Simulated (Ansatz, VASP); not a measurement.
## Two plane-wave programs on Li2RuN2

Contents of INCAR:

```
SYSTEM = Li2RuN2
PREC = Accurate
ENCUT = 600
EDIFF = 1E-6
ISMEAR = -1
SIGMA = 0.05
LREAL = .False.
LASPH = .True.
NELM = 60
ALGO = Normal
ISIF = 3
LWAVE = .False.
LCHARG = .False.
GGA = RE
IBRION = 2
NSW = 60
EDIFFG = -0.01
```

The input KPOINTS:

```
Automatic mesh
0
Gamma
  10 10 5
  0 0 0
```

File POSCAR:

```
Li2RuN2
1.0
    3.1642327038      0.0000000000      0.0000000000
   -1.5821163519      2.7403059050      0.0000000000
    0.0000000000      0.0000000000      5.2114500038
Ru N Li
1 2 2
Direct
    0.0000000000      0.0000000000      0.0000000000
    0.3333333333      0.6666666667      0.2130110000
    0.6666666667      0.3333333333      0.7869890000
    0.3333333333      0.6666666667      0.6398200000
    0.6666666667      0.3333333333      0.3601800000
```

input.yaml

```yaml
crystal:
  lattice:
    - [3.1642327038, 0.0, 0.0]
    - [-1.5821163519, 2.740305905, 0.0]
    - [0.0, 0.0, 5.2114500038]
  atoms:
    - { symbol: Ru, position: [0.0, 0.0, 0.0] }
    - { symbol: "N", position: [0.3333333333, 0.6666666667, 0.213011] }
    - { symbol: "N", position: [0.6666666667, 0.3333333333, 0.786989] }
    - { symbol: Li, position: [0.3333333333, 0.6666666667, 0.63982] }
    - { symbol: Li, position: [0.6666666667, 0.3333333333, 0.36018] }
hamiltonian:
  xc: revpbe
  pseudopotentials: { kind: paw }
kpoints:
  mp_grid: { grid: [10, 10, 5] }
scf:
  occupations: { method: fermi_dirac, width: 0.05 }
output:
  forces: true
  stress: true
  eigenvalues: true
relax:
  f_tol: 0.01
  max_steps: 40
  cell: { stress_tol: 0.05 }
```

Alike in both runs: task relaxation of cell and atoms; functional revPBE; k mesh 10 × 10 × 5; occupations fermi-dirac, width 0.05 eV; no spin polarisation.

|  | VASP | Ansatz |
| --- | --- | --- |
| version | VASP 6.6.1 | Ansatz 0.2.0 |
| potentials or method | VASP PAW PBE potentials, release 64 (Ru_pv, N, Li_sv) | Ansatz PAW |
| plane-wave cutoff (eV) | 600 | 420 |
| valence electrons in the cell | 30 | 32 |

```tsv
	VASP	Ansatz	Ansatz less VASP
gap on the k mesh at the Fermi level, each at its own relaxed structure (eV)	none	none	-
relaxed volume (Å³/atom)	9.15	9.16	+0.017
relaxed cell length with the largest relative difference (Å)	5.265	5.286	+0.0212
```

VASP's potentials were made for PBE, not for revPBE. A gap of «none» marks a metal or a gap that the smearing closes. VASP's potentials hold 30 valence electrons a cell and Ansatz's 32, so a difference there can come from the potentials and not from the codes.

Noted on VASP's run: the cutoff is short for stress, so the pressure is rough. Noted on Ansatz's run: the plane-wave basis is chosen anew once the cell has moved, so the energies of steps on either side of that aren't comparable.
